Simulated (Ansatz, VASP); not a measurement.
# One calculation of Bi2O, two programs

The input INCAR:

```
PREC = Accurate
ENCUT = 520
EDIFF = 1E-7
ISMEAR = 0
SIGMA = 0.1
LREAL = F
LASPH = T
NELM = 60
ALGO = Normal
ISIF = 2
LWAVE = F
LCHARG = T
GGA = PE
LELF = T
LVHAR = T
NBANDS = 25
```

KPOINTS

```
Automatic mesh
0
Gamma
  6 6 4
```

File POSCAR:

```
Bi2O
1.0
    3.7000015600      0.0000000000      0.0000000000
   -1.8500007800      3.2042953400      0.0000000000
    0.0000000000      0.0000000000      6.1963591700
Bi O
2 1
Direct
    0.3333333300      0.6666666700      0.2321269400
    0.6666666700      0.3333333300      0.7678730600
    0.0000000000      0.0000000000      0.0000000000
```

Input for Ansatz:

```yaml
crystal:
  lattice:
    - [3.70000156, 0.0, 0.0]
    - [-1.85000078, 3.20429534, 0.0]
    - [0.0, 0.0, 6.19635917]
  atoms:
    - { symbol: Bi, position: [0.33333333, 0.66666667, 0.23212694] }
    - { symbol: Bi, position: [0.66666667, 0.33333333, 0.76787306] }
    - { symbol: O, position: [0.0, 0.0, 0.0] }
basis:
  ecutwfc: 420
kpoints:
  mp_grid: { grid: [6, 6, 4] }
hamiltonian:
  xc: pbe
scf:
  occupations: { method: gaussian, width: 0.1 }
  lower_state_search: "off"
output:
  forces: true
  stress: true
  eigenvalues: true
```

Change from the starting cell: species swapped into the MnBr2 type (P-3m1, No. 164).

Alike in both runs: task single point; functional PBE; k mesh 6 × 6 × 4; occupations gaussian, width 0.1 eV; no spin polarisation.

```csv
,VASP,Ansatz
version,VASP 6.6.1,Ansatz 0.2.0
potentials or method,"VASP PAW PBE potentials, release 64 (Bi_d, O), cutoff 520 eV","scalar-relativistic, plane waves, PAW"
valence electrons in the cell,36,36
```

|  | VASP | Ansatz | Ansatz less VASP |
| --- | --- | --- | --- |
| gap on the k mesh at the Fermi level (eV) | none | none | - |
| pressure (GPa) | -0.9 | -0.8 | +0.04 |
| traceless stress, the component that is largest in VASP (GPa) | 1.80 | 1.82 | +0.018 |
| rms of the force components (eV/Å) | 0.610 | 0.604 | -0.0059 |

Atom by atom the forces differ by 0.006 eV/Å (rms over components). A gap of «none» marks a metal or a gap that the smearing closes. With one functional, cell and mesh, what is left measures potentials, basis and numerics.

Spin-orbit coupling is off throughout.
